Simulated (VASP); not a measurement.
Input of a VASP 6.6.1 run:

Contents of POSCAR:

```
Mg
1.0
   -1.7784587581      1.7784587581      1.7784587581
    1.7784587581     -1.7784587581      1.7784587581
    1.7784587581      1.7784587581     -1.7784587581
Mg
1
Direct
    0.0000000000      0.0000000000      0.0000000000
```

File INCAR.step1:

```
SYSTEM = Mg
PREC     = Accurate       ! precision mode
ENCUT    = 520            ! plane-wave cutoff, eV
ISMEAR   = -1             ! smearing method
SIGMA    = 0.1            ! smearing width, eV
LREAL    = .FALSE.        ! projectors in reciprocal space
LASPH    = .TRUE.         ! aspherical terms in the spheres
NELM     = 80             ! most SCF steps
NBANDS   = 7              ! bands
GGA      = PE             ! functional
ALGO     = Normal         ! electronic algorithm
EDIFF    = 1E-4           ! SCF threshold, eV
LWAVE    = .TRUE.         ! write WAVECAR
LCHARG   = .FALSE.        ! write CHGCAR
```

File INCAR.step2:

```
SYSTEM = Mg
PREC     = Accurate       ! precision mode
ENCUT    = 520            ! plane-wave cutoff, eV
EDIFF    = 1E-7           ! SCF threshold, eV
ISMEAR   = -1             ! smearing method
SIGMA    = 0.1            ! smearing width, eV
LREAL    = .FALSE.        ! projectors in reciprocal space
LASPH    = .TRUE.         ! aspherical terms in the spheres
NELM     = 80             ! most SCF steps
ALGO     = Normal         ! electronic algorithm
ISIF     = 2              ! what is computed and relaxed
LWAVE    = .FALSE.        ! write WAVECAR
LCHARG   = .FALSE.        ! write CHGCAR
METAGGA  = R2SCAN         ! meta-GGA
LMIXTAU  = .TRUE.       
NBANDS   = 7              ! bands
ISTART   = 1
```

File KPOINTS:

```
Automatic mesh
0
G
  14 14 14
  0 0 0
```

Potentials or basis: VASP PAW PBE potentials, release 64 (Mg).

Launch:

```bash
$ cat potpaw_PBE.64/Mg/POTCAR > POTCAR
$ cp INCAR.step1 INCAR
$ mpirun -np 1 vasp_std > vasp.out
$ cp INCAR.step2 INCAR
$ mpirun -np 1 vasp_std > vasp.out
```

(1) Predict the band gap on the k mesh.

(2) What does it give for the pressure?

Results:

(1) zero (bands 1 and 2 overlap by 5.02 eV).

(2) -0.2 GPa.

Caveat: the PAW data sets were made with another functional, which shifts forces and pressure a little.
